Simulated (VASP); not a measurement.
# Ru (P6_3/mmc) in VASP: density of states with PBEsol

Aim: the density of states of Ru with PBEsol.

Program: VASP 6.6.1. These are calculated values, not measurements. Logs are shortened: lines on timing, memory, paths and dates and some standing lists are left out, and cuts for length are marked.

**1. The cell of the first run**

It takes space group P6_3/mmc (No. 194, hexagonal). The conventional cell has a = 2.689 Å, b = 2.689 Å, c = 4.254 Å, α = 90.00°, β = 90.00°, γ = 120.00°. Within 3.5 Å of Ru (site symmetry -6m2) lie 12 Ru at 2.63 to 2.69 Å.

**2. Density of states, PBEsol**

Contents of POSCAR:

```
Ru
1.0
    2.6887700148      0.0000000000      0.0000000000
   -1.3443850074      2.3285431377      0.0000000000
    0.0000000000      0.0000000000      4.2537440893
Ru
2
Direct
    0.3333333333      0.6666666667      0.7500000000
    0.6666666667      0.3333333333      0.2500000000
```

Contents of INCAR.step1:

```
  ALGO = Normal
  EDIFF = 1E-7
  ENCUT = 520
  GGA = PS
  ISIF = 2
  ISMEAR = 0
  LASPH = True
  LCHARG = True
  LMAXMIX = 4
  LREAL = False
  LWAVE = False
  NBANDS = 21
  NELM = 80
  PREC = Accurate
  SIGMA = 0.05
```

Contents of KPOINTS.step1:

```
k-points
0
Gamma
  18 18 10
```

Contents of INCAR.step2:

```
  ALGO = Normal
  EDIFF = 1E-7
  ENCUT = 520
  GGA = PS
  ICHARG = 11
  ISIF = 2
  ISMEAR = -5
  LASPH = True
  LCHARG = False
  LMAXMIX = 4
  LORBIT = 11
  LREAL = False
  LWAVE = False
  NBANDS = 21
  NEDOS = 2001
  NELM = 80
  PREC = Accurate
  SIGMA = 0.05
```

Contents of KPOINTS.step2:

```
k-points
0
Gamma
  27 27 15
```

Potentials or basis: VASP PAW PBE potentials, release 64 (Ru_pv).

Launch:

```sh
$ cat potpaw_PBE.64/Ru_pv/POTCAR > POTCAR
$ cp INCAR.step1 INCAR
$ cp KPOINTS.step1 KPOINTS
$ mpirun -np 1 vasp_std > vasp.out
$ cp INCAR.step2 INCAR
$ cp KPOINTS.step2 KPOINTS
$ mpirun -np 1 vasp_std > vasp.out
```

OUTCAR:

```text
EDIFF = 1E-7
   ENCUT = 520
   GGA = PS
   ICHARG = 11
   ISIF = 2
   ISMEAR = -5
   LASPH = True
   LORBIT = 11
   LREAL = False
   NELM = 80
   PREC = Accurate

 ion  position               nearest neighbor table
   1  0.333  0.667  0.750-   2 2.63   2 2.63   2 2.63   2 2.63   2 2.63   2 2.63
   2  0.667  0.333  0.250-   1 2.63   1 2.63   1 2.63   1 2.63   1 2.63   1 2.63

  LATTYP: Found a hexagonal cell.
 ALAT       =     2.6887700148
 C/A-ratio  =     1.5820408833

  Lattice vectors:

 A1 = (   2.6887700148,   0.0000000000,   0.0000000000)
 A2 = (  -1.3443850074,   2.3285431377,   0.0000000000)
 A3 = (   0.0000000000,   0.0000000000,   4.2537440893)

Analysis of symmetry for initial positions (statically):
=====================================================================
 Subroutine PRICEL returns:
 Original cell was already a primitive cell.

 Routine SETGRP: Setting up the symmetry group for a
 hexagonal supercell.

 Subroutine GETGRP returns: Found 24 space group operations
 (whereof 12 operations were pure point group operations)
 out of a pool of 24 trial point group operations.

The static configuration has the point symmetry D_3d.
 The point group associated with its full space group is D_6h.

Analysis of symmetry for dynamics (positions and initial velocities):
=====================================================================
 Subroutine PRICEL returns:
 Original cell was already a primitive cell.

 Routine SETGRP: Setting up the symmetry group for a
 hexagonal supercell.

 Subroutine GETGRP returns: Found 24 space group operations
 (whereof 12 operations were pure point group operations)
 out of a pool of 24 trial point group operations.

The dynamic configuration has the point symmetry D_3d.
 The point group associated with its full space group is D_6h.

 Subroutine INISYM returns: Found 24 space group operations
 (whereof 12 operations are pure point group operations),
 and found     1 'primitive' translations

----------------------------------------------------------------------------------------

                                     Primitive cell

  volume of cell :      26.6323

  direct lattice vectors                    reciprocal lattice vectors
     2.688770015  0.000000000  0.000000000     0.371917269  0.214726535  0.000000000
    -1.344385007  2.328543138  0.000000000     0.000000000  0.429453070  0.000000000
     0.000000000  0.000000000  4.253744089     0.000000000  0.000000000  0.235087015

  length of vectors
     2.688770015  2.688770015  4.253744089     0.429453070  0.429453070  0.235087015

  position of ions in fractional coordinates (direct lattice)
     0.333333333  0.666666667  0.750000000
     0.666666667  0.333333333  0.250000000

  ion indices of the primitive-cell ions
   primitive index   ion index
                 1           1
                 2           2

----------------------------------------------------------------------------------------

 KPOINTS: k-points

Automatic generation of k-mesh.
 Grid dimensions read from file:
 generate k-points for:   27   27   15

 Generating k-lattice:

  Cartesian coordinates                     Fractional coordinates (reciprocal lattice)
     0.013774714  0.007952835  0.000000000     0.037037037  0.000000000  0.000000000
     0.000000000  0.015905669  0.000000000     0.000000000  0.037037037  0.000000000
     0.000000000  0.000000000  0.015672468     0.000000000  0.000000000  0.066666667

  Length of vectors
     0.015905669  0.015905669  0.015672468

  Shift w.r.t. Gamma in fractional coordinates (k-lattice)
     0.000000000  0.000000000  0.000000000

 TETIRR: Found  10722 inequivalent tetrahedra from    65610

 Subroutine IBZKPT returns following result:
 ===========================================

 Found    600 irreducible k-points:

 Following reciprocal coordinates:
            Coordinates               Weight
  0.000000  0.000000  0.000000      1.000000
  0.037037 -0.000000  0.000000      6.000000
  0.074074 -0.000000  0.000000      6.000000
  0.111111  0.000000  0.000000      6.000000
  0.148148  0.000000  0.000000      6.000000
  0.185185 -0.000000  0.000000      6.000000
[... 16 lines left out ...]
  0.333333  0.037037  0.000000     12.000000
  0.370370  0.037037  0.000000     12.000000
 [... further k-points ...]
   k-points           NKPTS =    600   k-points in BZ     NKDIM =    600   number of bands    NBANDS=     21
   number of dos      NEDOS =   2001   number of ions     NIONS =      2
   total plane-waves  NPLWV =  12800
   dimension x,y,z NGX =    20 NGY =   20 NGZ =   32
   dimension x,y,z NGXF=    40 NGYF=   40 NGZF=   64
   ions per type =               2
   NGX,Y,Z   is equivalent  to a cutoff of  12.37, 12.37, 12.51 a.u.
   NGXF,Y,Z  is equivalent  to a cutoff of  24.73, 24.73, 25.01 a.u.
 SYSTEM =  unknown system
   PREC   = accura    normal or accurate (medium, high low for compatibility)
   ISTART =      0    job   : 0-new  1-cont  2-samecut
   ICHARG =     11    charge: 1-file 2-atom 10-const
   ISPIN  =      1    spin polarized calculation?
   LNONCOLLINEAR =      F non collinear calculations
   LSORBIT =      F    spin-orbit coupling
   LASPH  =      T    aspherical Exc in radial PAW
   ENCUT  =  520.0 eV  38.22 Ry    6.18 a.u.   5.00  5.00  7.91*2*pi/ulx,y,z
   NELM   =     80;   NELMIN=  2; NELMDL=  0     # of ELM steps
   EDIFF  = 0.1E-06   stopping-criterion for ELM
   LREAL  =      F    real-space projection
   EDIFFG = 0.1E-05   stopping-criterion for IOM
   NSW    =      0    number of steps for IOM
   IBRION =     -1    ionic relax: 0-MD 1-quasi-New 2-CG
   NFREE  =      0    steps in history (QN), initial steepest desc. (CG)
   ISIF   =      2    stress and relaxation
   ISYM   =      2    0-nonsym 1-usesym 2-fastsym
   POTIM  = 0.5000    time-step for ionic-motion
   TEBEG  =    0.0;   TEEND  =   0.0 temperature during run
   PSTRESS=    0.0 pullay stress
   NELECT =      28.0000    total number of electrons
   NUPDOWN=      -1.0000    fix difference up-down
   EMIN   =  10.00;   EMAX   =-10.00  energy-range for DOS
   EFERMI =   0.00;   METHOD = LEGACY
   ISMEAR =    -5;   SIGMA  =   0.05  broadening in eV -4-tet -1-fermi 0-gaus
   EFERMI_NEDOS =   21; number of points for ismear=-14 and -15
   IALGO  =     38    algorithm
   IMIX   =      4    mixing-type and parameters
     AMIX     =   0.40;   BMIX     =  1.00
     AMIX_MAG =   1.60;   BMIX_MAG =  1.00
  volume/ion in A,a.u.               =      13.32        89.86
  Fermi-wavevector in a.u.,A,eV,Ry     =   1.664656  3.145743 37.702811  2.771078
  Thomas-Fermi vector in A             =   2.751162
   LORBIT       =     11    0 simple, 1 ext, 2 COOP (PROOUT), +10 PAW based schemes
   GGA     = PS    functional components
   LHFCALC =     F    Hartree Fock is set to
   AEXX    =    0.0000 exact exchange contribution
   IVDW    =     0    specifies the selected vdW correction
   LEPSILON=     F    determine dielectric tensor
   LRPA    =     F    only Hartree local field effects (RPA)
 non-spin polarized calculation
 Fermi weights with tetrahedron method with Bloechl corrections
  energy-cutoff  :      520.00
  volume of cell :       26.63
 maximum number of plane-waves:       744
 NGX is ok and might be reduce to    20

 number of electron      27.9999997 magnetization

 Free energy of the ion-electron system (eV)
  ---------------------------------------------------
  ext. energy  EPLUGINS =         0.00000000
  ---------------------------------------------------
  free energy    TOTEN  =       -20.34151432 eV

  energy without entropy =      -20.34151432  energy(sigma->0) =      -20.34151432

 E-fermi :  13.0675     XC(G=0): -14.4008

 val. band max:       13.1060283689   @ k =   0.3704   0.0370   0.4000
 cond. band min:      13.0556951576   @ k =   0.2593   0.2222   0.0667
 fundamental gap:     -0.0503332113
 Fermi energy:        13.0675418991

 k-point     1 :       0.0000    0.0000    0.0000
  band No.  band energies     occupation
      1     -30.6195      2.00000
      2     -29.6182      2.00000
      3     -29.6182      2.00000
      4     -29.4363      2.00000
      5     -29.4363      2.00000
      6     -29.3927      2.00000
[... 13 lines left out ...]
     20      23.3181      0.00000
     21      23.6192      0.00000

 k-point     2 :       0.0370   -0.0000    0.0000
  band No.  band energies     occupation
      1     -30.6145      2.00000
      2     -29.6291      2.00000
      3     -29.6219      2.00000
      4     -29.4477      2.00000
      5     -29.4378      2.00000
      6     -29.3950      2.00000
[... 13 lines left out ...]
     20      23.3181      0.00000
     21      23.6125      0.00000

 k-point     3 :       0.0741   -0.0000    0.0000
  band No.  band energies     occupation
      1     -30.5995      2.00000
      2     -29.6610      2.00000
      3     -29.6327      2.00000
      4     -29.4810      2.00000
      5     -29.4421      2.00000
      6     -29.4019      2.00000
[... 13 lines left out ...]
     20      23.3180      0.00000
     21      23.5913      0.00000

 k-point     4 :       0.1111    0.0000    0.0000
  band No.  band energies     occupation
      1     -30.5749      2.00000
      2     -29.7123      2.00000
      3     -29.6497      2.00000
      4     -29.5340      2.00000
      5     -29.4493      2.00000
      6     -29.4136      2.00000
[... 13 lines left out ...]
     20      23.3180      0.00000
     21      23.5546      0.00000

 k-point     5 :       0.1481    0.0000    0.0000
  band No.  band energies     occupation
      1     -30.5415      2.00000
      2     -29.7803      2.00000
      3     -29.6718      2.00000
      4     -29.6034      2.00000
      5     -29.4592      2.00000
      6     -29.4299      2.00000
[... 13 lines left out ...]
     20      23.3180      0.00000
     21      23.5043      0.00000

 k-point     6 :       0.1852   -0.0000    0.0000
  band No.  band energies     occupation
      1     -30.5000      2.00000
      2     -29.8611      2.00000
      3     -29.6976      2.00000
      4     -29.6846      2.00000
      5     -29.4713      2.00000
      6     -29.4509      2.00000
[... 13 lines left out ...]
     20      23.3179      0.00000
     21      23.4488      0.00000

 k-point     7 :       0.2222   -0.0000    0.0000
  band No.  band energies     occupation
      1     -30.4518      2.00000
      2     -29.9506      2.00000
      3     -29.7729      2.00000
      4     -29.7256      2.00000
      5     -29.4853      2.00000
      6     -29.4765      2.00000
[... 13 lines left out ...]
     20      23.3178      0.00000
     21      23.4018      0.00000
[... 291 lines left out ...]
      1     -30.4223      2.00000
      2     -29.9971      2.00000
      3     -29.8331      2.00000
      4     -29.7330      2.00000
      5     -29.4982      2.00000
      6     -29.4928      2.00000
[... 13 lines left out ...]
     20      23.3177      0.00000
     21      23.3850      0.00000

 k-point    21 :       0.2593    0.0370    0.0000
  band No.  band energies     occupation
      1     -30.3668      2.00000
      2     -30.0894      2.00000
      3     -29.9164      2.00000
      4     -29.7666      2.00000
      5     -29.5248      2.00000
      6     -29.5137      2.00000
[... 13 lines left out ...]
     20      23.3175      0.00000
     21      23.3611      0.00000

 k-point    22 :       0.2963    0.0370    0.0000
  band No.  band energies     occupation
      1     -30.3086      2.00000
      2     -30.1780      2.00000
      3     -29.9968      2.00000
      4     -29.7963      2.00000
      5     -29.5604      2.00000
      6     -29.5288      2.00000
[... 13 lines left out ...]
     20      23.3171      0.00000
     21      23.3411      0.00000

 k-point    23 :       0.3333    0.0370    0.0000
  band No.  band energies     occupation
      1     -30.2579      2.00000
      2     -30.2502      2.00000
      3     -30.0690      2.00000
      4     -29.8221      2.00000
      5     -29.5983      2.00000
      6     -29.5427      2.00000
[... 13 lines left out ...]
     20      23.3114      0.00000
     21      23.3196      0.00000

 k-point    24 :       0.3704    0.0370    0.0000
  band No.  band energies     occupation
      1     -30.3248      2.00000
      2     -30.1946      2.00000
      3     -30.1292      2.00000
      4     -29.8433      2.00000
      5     -29.6366      2.00000
      6     -29.5544      2.00000
[... 13 lines left out ...]
     20      23.3175      0.00000
     21      23.9459      0.00000

 [... further k-points ...]
[... 5 lines left out ...]
  --------------------------------------------------------------------------------------
  -------------------------------------------------------------------------------------
  Total        0.0004029      0.0004029     -0.3920084      0.0000000     -0.0000000      0.0000000
  in kB        0.0242368      0.0242368    -23.5828723      0.0000000     -0.0000000      0.0000000
  external PRESSURE =      -7.8447996 kB  Pullay stress =       0.0000000 kB

 VOLUME and BASIS-vectors are now :
 -----------------------------------------------------------------------------
  energy-cutoff  :      520.00
  volume of cell :       26.63
      direct lattice vectors                 reciprocal lattice vectors
     2.688770015  0.000000000  0.000000000     0.371917269  0.214726535  0.000000000
    -1.344385007  2.328543138  0.000000000     0.000000000  0.429453070  0.000000000
     0.000000000  0.000000000  4.253744089     0.000000000  0.000000000  0.235087015

 POSITION                                       TOTAL-FORCE (eV/Angst)
 -----------------------------------------------------------------------------------
     -0.00000      1.55236      3.19031         0.000000     -0.000000      0.000000
      1.34439      0.77618      1.06344        -0.000000      0.000000      0.000000
 -----------------------------------------------------------------------------------
    total drift:                               -0.000000      0.000000     -0.000000

  FREE ENERGIE OF THE ION-ELECTRON SYSTEM (eV)
  ---------------------------------------------------
  free  energy   TOTEN  =       -20.3415143233 eV

  energy  without entropy=      -20.3415143233  energy(sigma->0) =      -20.34151432

 total charge

# of ion       s       p       d       tot
------------------------------------------
    1        0.412   6.331   5.962  12.704
    2        0.412   6.331   5.962  12.704
--------------------------------------------------
tot          0.823  12.661  11.923  25.407
```

Run time: 3.4 min. Hardware: 1 thread of Intel Xeon Platinum 8259CL at 2.50GHz (Skylake/Cascade Lake), shared host; peak memory 0.38 GiB.

Results:

```yaml
Valence_electrons_inside_the_program's_atomic_spheres: Ru 12.70
```

Levels at points of the mesh, in eV from the Fermi level:
| k point | band 10 | band 11 | band 12 | band 13 | band 14 | band 15 | band 16 | band 17 | band 18 | band 19 |
| --- | --- | --- | --- | --- | --- | --- | --- | --- | --- | --- |
| (0.00, 0.00, 0.00) | -2.69 | -2.51 | -1.98 | -1.98 | -1.44 | -1.44 | 1.22 | 1.22 | 1.25 | 10.21 |

Caveat: the PAW data sets were made with another functional, which shifts forces and pressure a little; tetrahedron occupations give inexact forces and stress in metals.
